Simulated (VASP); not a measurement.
# AlN (F-43m) in VASP: further runs

AlN is run at these levels: HF; tasks: single point.

Everything below comes from runs of VASP 6.6.1. Logs are shortened: lines on timing, memory, paths and dates and some standing lists are left out, and cuts for length are marked.

## 1. The cell of the first run

It takes space group F-43m (No. 216, cubic). Conventional cell: a = 4.397 Å, b = 4.397 Å, c = 4.397 Å, α = 90.00°, β = 90.00°, γ = 90.00°. Within 2.5 Å of Al (site symmetry -43m) lie 4 N at 1.90 Å. N (site symmetry -43m) has 4 Al at 1.90 Å within 2.5 Å.

## 2. Single point, HF

POSCAR

```
AlN
1.0
    0.0000000000      2.1984575146      2.1984575146
    2.1984575146      0.0000000000      2.1984575146
    2.1984575146      2.1984575146      0.0000000000
Al N
1 1
Direct
    0.0000000000      0.0000000000      0.0000000000
    0.2500000000      0.2500000000      0.2500000000
```

INCAR.step1

```
SYSTEM = AlN
  ALGO = Normal
  EDIFF = 1E-5
  ENCUT = 520
  GGA = PE
  ISIF = 2
  ISMEAR = -1
  LASPH = .True.
  LCHARG = .False.
  LREAL = .False.
  LWAVE = .True.
  NBANDS = 11
  NELM = 60
  PREC = Accurate
  SIGMA = 0.05
```

INCAR.step2

```
SYSTEM = AlN
  AEXX = 1.0
  AGGAC = 0.0
  ALDAC = 0.0
  ALGO = Normal
  EDIFF = 1E-6
  ENCUT = 520
  GGA = PE
  ISIF = 2
  ISMEAR = -1
  ISTART = 1
  LASPH = .True.
  LCHARG = .False.
  LHFCALC = .True.
  LREAL = .False.
  LWAVE = .False.
  NBANDS = 11
  NELM = 60
  PREC = Accurate
  PRECFOCK = Normal
  SIGMA = 0.05
```

KPOINTS

```
k-points
0
Gamma
  5 5 5
  0 0 0
```

Potentials or basis: VASP PAW PBE potentials, release 64 (Al, N).

The run is started by

```sh
cat potpaw_PBE.64/Al/POTCAR potpaw_PBE.64/N/POTCAR > POTCAR
cp INCAR.step1 INCAR
mpirun -np 1 vasp_std > vasp.out
cp INCAR.step2 INCAR
mpirun -np 1 vasp_std > vasp.out
```

OUTCAR:

```text
SYSTEM = AlN
   AEXX = 1.0
   EDIFF = 1E-6
   ENCUT = 520
   GGA = PE
   ISIF = 2
   ISMEAR = -1
   ISTART = 1
   LASPH = .True.
   LHFCALC = .True.
   LREAL = .False.
   NELM = 60
   PREC = Accurate
   PRECFOCK = Normal

 ion  position               nearest neighbor table
   1  0.000  0.000  0.000-   2 1.90   2 1.90   2 1.90   2 1.90
   2  0.250  0.250  0.250-   1 1.90   1 1.90   1 1.90   1 1.90

  LATTYP: Found a face centered cubic cell.
 ALAT       =     4.3969150292

  Lattice vectors:

 A1 = (   0.0000000000,   2.1984575146,   2.1984575146)
 A2 = (   2.1984575146,   0.0000000000,   2.1984575146)
 A3 = (   2.1984575146,   2.1984575146,   0.0000000000)

Analysis of symmetry for initial positions (statically):
=====================================================================
 Subroutine PRICEL returns:
 Original cell was already a primitive cell.

 Routine SETGRP: Setting up the symmetry group for a
 face centered cubic supercell.

 Subroutine GETGRP returns: Found 24 space group operations
 (whereof 24 operations were pure point group operations)
 out of a pool of 48 trial point group operations.

The static configuration has the point symmetry T_d .

Analysis of symmetry for dynamics (positions and initial velocities):
=====================================================================
 Subroutine PRICEL returns:
 Original cell was already a primitive cell.

 Routine SETGRP: Setting up the symmetry group for a
 face centered cubic supercell.

 Subroutine GETGRP returns: Found 24 space group operations
 (whereof 24 operations were pure point group operations)
 out of a pool of 48 trial point group operations.

The dynamic configuration has the point symmetry T_d .

 Subroutine INISYM returns: Found 24 space group operations
 (whereof 24 operations are pure point group operations),
 and found     1 'primitive' translations

----------------------------------------------------------------------------------------

                                     Primitive cell

  volume of cell :      21.2512

  direct lattice vectors                    reciprocal lattice vectors
     0.000000000  2.198457515  2.198457515    -0.227432187  0.227432187  0.227432187
     2.198457515  0.000000000  2.198457515     0.227432187 -0.227432187  0.227432187
     2.198457515  2.198457515  0.000000000     0.227432187  0.227432187 -0.227432187

  length of vectors
     3.109088433  3.109088433  3.109088433     0.393924103  0.393924103  0.393924103

  position of ions in fractional coordinates (direct lattice)
     0.000000000  0.000000000  0.000000000
     0.250000000  0.250000000  0.250000000

  ion indices of the primitive-cell ions
   primitive index   ion index
                 1           1
                 2           2

----------------------------------------------------------------------------------------

 KPOINTS: k-points

Automatic generation of k-mesh.
 Grid dimensions read from file:
 generate k-points for:    5    5    5

 Generating k-lattice:

  Cartesian coordinates                     Fractional coordinates (reciprocal lattice)
    -0.045486437  0.045486437  0.045486437     0.200000000  0.000000000  0.000000000
     0.045486437 -0.045486437  0.045486437     0.000000000  0.200000000  0.000000000
     0.045486437  0.045486437 -0.045486437     0.000000000  0.000000000  0.200000000

  Length of vectors
     0.078784821  0.078784821  0.078784821

  Shift w.r.t. Gamma in fractional coordinates (k-lattice)
     0.000000000  0.000000000  0.000000000

 Subroutine IBZKPT returns following result:
 ===========================================

 Found     10 irreducible k-points:

 Following reciprocal coordinates:
            Coordinates               Weight
  0.000000  0.000000  0.000000      1.000000
  0.200000  0.000000  0.000000      8.000000
  0.400000  0.000000  0.000000      8.000000
  0.200000  0.200000  0.000000      6.000000
  0.400000  0.200000  0.000000     24.000000
 -0.400000  0.200000  0.000000     24.000000
 -0.200000  0.200000  0.000000     12.000000
  0.400000  0.400000  0.000000      6.000000
 -0.400000  0.400000  0.000000     12.000000
 -0.400000  0.400000  0.200000     24.000000
   k-points           NKPTS =     10   k-points in BZ     NKDIM =    125   number of bands    NBANDS=     11
   number of dos      NEDOS =    301   number of ions     NIONS =      2
   total plane-waves  NPLWV =  13824
   dimension x,y,z NGX =    24 NGY =   24 NGZ =   24
   dimension x,y,z NGXF=    48 NGYF=   48 NGZF=   48
   ions per type =               1   1
   NGX,Y,Z   is equivalent  to a cutoff of  12.83, 12.83, 12.83 a.u.
   NGXF,Y,Z  is equivalent  to a cutoff of  25.67, 25.67, 25.67 a.u.
 SYSTEM =  AlN
   PREC   = accura    normal or accurate (medium, high low for compatibility)
   ISTART =      1    job   : 0-new  1-cont  2-samecut
   ICHARG =      0    charge: 1-file 2-atom 10-const
   ISPIN  =      1    spin polarized calculation?
   LNONCOLLINEAR =      F non collinear calculations
   LSORBIT =      F    spin-orbit coupling
   LASPH  =      T    aspherical Exc in radial PAW
   ENCUT  =  520.0 eV  38.22 Ry    6.18 a.u.   5.78  5.78  5.78*2*pi/ulx,y,z
   NELM   =     60;   NELMIN=  2; NELMDL=  0     # of ELM steps
   EDIFF  = 0.1E-05   stopping-criterion for ELM
   LREAL  =      F    real-space projection
   EDIFFG = 0.1E-04   stopping-criterion for IOM
   NSW    =      0    number of steps for IOM
   IBRION =     -1    ionic relax: 0-MD 1-quasi-New 2-CG
   NFREE  =      0    steps in history (QN), initial steepest desc. (CG)
   ISIF   =      2    stress and relaxation
   ISYM   =      3    0-nonsym 1-usesym 2-fastsym
   POTIM  = 0.5000    time-step for ionic-motion
   TEBEG  =    0.0;   TEEND  =   0.0 temperature during run
   PSTRESS=    0.0 pullay stress
   NELECT =       8.0000    total number of electrons
   NUPDOWN=      -1.0000    fix difference up-down
   EMIN   =  10.00;   EMAX   =-10.00  energy-range for DOS
   EFERMI =   0.00;   METHOD = LEGACY
   ISMEAR =    -1;   SIGMA  =   0.05  broadening in eV -4-tet -1-fermi 0-gaus
   EFERMI_NEDOS =   21; number of points for ismear=-14 and -15
   IALGO  =     38    algorithm
   IMIX   =      1    mixing-type and parameters
     AMIX     =   0.40;   BMIX     =  1.00
     AMIX_MAG =   1.60;   BMIX_MAG =  1.00
  volume/ion in A,a.u.               =      10.63        71.71
  Fermi-wavevector in a.u.,A,eV,Ry     =   1.182071  2.233790 19.011297  1.397291
  Thomas-Fermi vector in A             =   2.318332
   LORBIT       =      0    0 simple, 1 ext, 2 COOP (PROOUT), +10 PAW based schemes
   GGA     = PE    functional components
   LHFCALC =     T    Hartree Fock is set to
   PRECFOCK=normal    Normal, Fast or Accurate (Low or Medium for compatibility)
   ENCUT4O =  -1.0   cutoff for four orbital integrals eV
   NKREDX  =     1    reduce k-point grid by
   NKREDY  =     1    reduce k-point grid by
   NKREDZ  =     1    reduce k-point grid by
   AEXX    =    1.0000 exact exchange contribution
   HFSCREEN=    0.0000 screening length (either q_TF or 0.3 A-1)
   HFSCREENC=   0.0000 screening length for correlation (either q_TF or 0.3 A-1)
   ENCUTFOCK=  -1.0 apply spherical cutoff to Coloumb kernel
   IVDW    =     0    specifies the selected vdW correction
   LEPSILON=     F    determine dielectric tensor
   LRPA    =     F    only Hartree local field effects (RPA)
 non-spin polarized calculation
  energy-cutoff  :      520.00
  volume of cell :       21.25
 maximum number of plane-waves:       586
  NGX = 18; NGY = 18; NGZ = 18

 number of electron       8.0000000 magnetization

 Free energy of the ion-electron system (eV)
  ---------------------------------------------------
  ext. energy  EPLUGINS =         0.00000000
  ---------------------------------------------------
  free energy    TOTEN  =       -27.37476801 eV

  energy without entropy =      -27.37476801  energy(sigma->0) =      -27.37476801

 E-fermi :   2.8382     XC(G=0):   0.0000

 val. band max:        1.6579108919   @ k =   0.0000   0.0000   0.0000
 cond. band min:      13.8006195880   @ k =   0.0000   0.0000   0.0000
 fundamental gap:     12.1427086961
 Fermi energy:         2.8381616256

 k-point     1 :       0.0000    0.0000    0.0000
  band No.  band energies     occupation
      1     -19.2437      2.00000
      2       1.6579      2.00000
      3       1.6579      2.00000
      4       1.6579      2.00000
      5      13.8006      0.00000
      6      21.0752      0.00000
      7      24.4039      0.00000
      8      24.4039      0.00000
      9      24.4039      0.00000
     10      30.4479      0.00000
     11      30.4479      0.00000

 k-point     2 :       0.2000    0.0000    0.0000
  band No.  band energies     occupation
      1     -18.5195      2.00000
      2      -1.4433      2.00000
      3       1.4118      2.00000
      4       1.4118      2.00000
      5      15.8244      0.00000
      6      20.1860      0.00000
      7      24.4446      0.00000
      8      24.5672      0.00000
      9      24.5672      0.00000
     10      28.2406      0.00000
     11      28.2406      0.00000

 k-point     3 :       0.4000    0.0000    0.0000
  band No.  band energies     occupation
      1     -16.9871      2.00000
      2      -5.4642      2.00000
      3       1.0490      2.00000
      4       1.0490      2.00000
      5      16.2281      0.00000
      6      21.3438      0.00000
      7      23.0666      0.00000
      8      23.0666      0.00000
      9      23.2466      0.00000
     10      30.7453      0.00000
     11      31.8664      0.00000
[... 71 lines left out ...]
 k-point     9 :      -0.4000    0.4000    0.0000
  band No.  band energies     occupation
      1     -15.7872      2.00000
      2      -4.7852      2.00000
      3      -2.3276      2.00000
      4      -0.3345      2.00000
      5      15.2186      0.00000
      6      18.1280      0.00000
      7      23.1426      0.00000
      8      27.4092      0.00000
      9      27.5536      0.00000
     10      27.9881      0.00000
     11      34.1108      0.00000

 k-point    10 :      -0.4000    0.4000    0.2000
  band No.  band energies     occupation
      1     -16.0159      2.00000
      2      -4.4069      2.00000
      3      -2.2344      2.00000
      4      -0.6441      2.00000
      5      17.0917      0.00000
      6      18.6240      0.00000
      7      22.4204      0.00000
      8      24.9014      0.00000
      9      27.0163      0.00000
     10      29.6679      0.00000
     11      32.2549      0.00000

------------------------ aborting loop because EDIFF is reached ----------------------------------------

  FORCE on cell =-STRESS in cart. coord.  units (eV):
  Direction    XX          YY          ZZ          XY          YZ          ZX
  --------------------------------------------------------------------------------------
  -------------------------------------------------------------------------------------
  Total       -0.7740346     -0.7740346     -0.7740346      0.0000000      0.0000000      0.0000000
  in kB      -58.3561644    -58.3561644    -58.3561644      0.0000000      0.0000000      0.0000000
  external PRESSURE =     -58.3561644 kB  Pullay stress =       0.0000000 kB

 VOLUME and BASIS-vectors are now :
 -----------------------------------------------------------------------------
  energy-cutoff  :      520.00
  volume of cell :       21.25
      direct lattice vectors                 reciprocal lattice vectors
     0.000000000  2.198457515  2.198457515    -0.227432187  0.227432187  0.227432187
     2.198457515  0.000000000  2.198457515     0.227432187 -0.227432187  0.227432187
     2.198457515  2.198457515  0.000000000     0.227432187  0.227432187 -0.227432187

 POSITION                                       TOTAL-FORCE (eV/Angst)
 -----------------------------------------------------------------------------------
      0.00000      0.00000      0.00000         0.000000      0.000000      0.000000
      1.09923      1.09923      1.09923        -0.000000     -0.000000     -0.000000
 -----------------------------------------------------------------------------------
    total drift:                                0.000002      0.000002      0.000001

  FREE ENERGIE OF THE ION-ELECTRON SYSTEM (eV)
  ---------------------------------------------------
  free  energy   TOTEN  =       -27.3747680088 eV

  energy  without entropy=      -27.3747680088  energy(sigma->0) =      -27.37476801
```

Wall time 90 s (1 thread of Intel Xeon 6975P-C (Granite Rapids), shared host); peak memory 0.13 GiB.

What came out:

* Free energy: -27.3748 eV
* Pressure: -5.8 GPa
* Band gap on the k mesh: 12.14 eV, direct

Levels at points of the mesh, in eV from the valence-band top:
| k point | band 1 | band 2 | band 3 | band 4 | band 5 | band 6 | band 7 | band 8 |
| --- | --- | --- | --- | --- | --- | --- | --- | --- |
| (0.00, 0.00, 0.00) | -20.90 | 0.00 | 0.00 | 0.00 | 12.14 | 19.42 | 22.75 | 22.75 |

Caveat: the k points lie up to 0.50 Å⁻¹ apart; the PAW data sets were made with another functional, which shifts forces and pressure a little.

## 3. Single point, HF

This run uses another cell than the first one, of 10.83 Å³/atom, 1.020 times its volume.

POSCAR

```
AlN
1.0
    0.0000000000      2.2127336128      2.2127336128
    2.2127336128      0.0000000000      2.2127336128
    2.2127336128      2.2127336128      0.0000000000
Al N
1 1
Direct
    0.0000000000      0.0000000000      0.0000000000
    0.2500000000      0.2500000000      0.2500000000
```

INCAR.step1

```
PREC = Accurate ; ENCUT = 520
EDIFF = 1E-5 ; ISMEAR = -1
SIGMA = 0.05 ; LREAL = False
LASPH = True ; NELM = 60
ALGO = Normal ; ISIF = 2
LWAVE = True ; LCHARG = False
GGA = PE ; NBANDS = 11
```

INCAR.step2

```
PREC = Accurate ; ENCUT = 520
EDIFF = 1E-6 ; ISMEAR = -1
SIGMA = 0.05 ; LREAL = False
LASPH = True ; NELM = 60
ALGO = Normal ; ISIF = 2
LWAVE = False ; LCHARG = False
GGA = PE ; LHFCALC = True
AEXX = 1.0 ; ALDAC = 0.0
AGGAC = 0.0 ; PRECFOCK = Normal
ISTART = 1 ; NBANDS = 11
```

KPOINTS

```
Automatic mesh
0
Gamma
  5 5 5
```

Potentials or basis: VASP PAW PBE potentials, release 64 (Al, N).

The run is started by

```sh
cat potpaw_PBE.64/Al/POTCAR potpaw_PBE.64/N/POTCAR > POTCAR
cp INCAR.step1 INCAR
mpirun -np 1 vasp_std > vasp.out
cp INCAR.step2 INCAR
mpirun -np 1 vasp_std > vasp.out
```

OUTCAR:

```text
PREC = Accurate
   ENCUT = 520
   EDIFF = 1E-6
   ISMEAR = -1
   LREAL = False
   LASPH = True
   NELM = 60
   ISIF = 2
   GGA = PE
   LHFCALC = True
   AEXX = 1.0
   PRECFOCK = Normal
   ISTART = 1

 ion  position               nearest neighbor table
   1  0.000  0.000  0.000-   2 1.92   2 1.92   2 1.92   2 1.92
   2  0.250  0.250  0.250-   1 1.92   1 1.92   1 1.92   1 1.92

  LATTYP: Found a face centered cubic cell.
[... 319 lines left out ...]
     11      31.7980      0.00000

------------------------ aborting loop because EDIFF is reached ----------------------------------------

  FORCE on cell =-STRESS in cart. coord.  units (eV):
  Direction    XX          YY          ZZ          XY          YZ          ZX
  --------------------------------------------------------------------------------------
  -------------------------------------------------------------------------------------
  Total       -1.3055167     -1.3055167     -1.3055167      0.0000000      0.0000000     -0.0000000
  in kB      -96.5329558    -96.5329558    -96.5329558      0.0000000      0.0000000     -0.0000000
  external PRESSURE =     -96.5329558 kB  Pullay stress =       0.0000000 kB

 VOLUME and BASIS-vectors are now :
 -----------------------------------------------------------------------------
  energy-cutoff  :      520.00
  volume of cell :       21.67
      direct lattice vectors                 reciprocal lattice vectors
     0.000000000  2.212733613  2.212733613    -0.225964841  0.225964841  0.225964841
     2.212733613  0.000000000  2.212733613     0.225964841 -0.225964841  0.225964841
     2.212733613  2.212733613  0.000000000     0.225964841  0.225964841 -0.225964841

 POSITION                                       TOTAL-FORCE (eV/Angst)
 -----------------------------------------------------------------------------------
      0.00000      0.00000      0.00000         0.000000      0.000000      0.000000
      1.10637      1.10637      1.10637        -0.000000     -0.000000     -0.000000
 -----------------------------------------------------------------------------------
    total drift:                                0.000002      0.000001      0.000001

  FREE ENERGIE OF THE ION-ELECTRON SYSTEM (eV)
  ---------------------------------------------------
  free  energy   TOTEN  =       -27.3553443122 eV

  energy  without entropy=      -27.3553443122  energy(sigma->0) =      -27.35534431
```

Wall time 83 s (1 thread of Intel Xeon 6975P-C (Granite Rapids), shared host); peak memory 0.13 GiB.

Results:

| Item | Value |
| --- | --- |
| Free energy | -27.3553 eV |
| Pressure | -9.7 GPa |
| Band gap on the k mesh | 11.89 eV, direct |

Caveat: the k points lie up to 0.49 Å⁻¹ apart; the PAW data sets were made with another functional, which shifts forces and pressure a little.
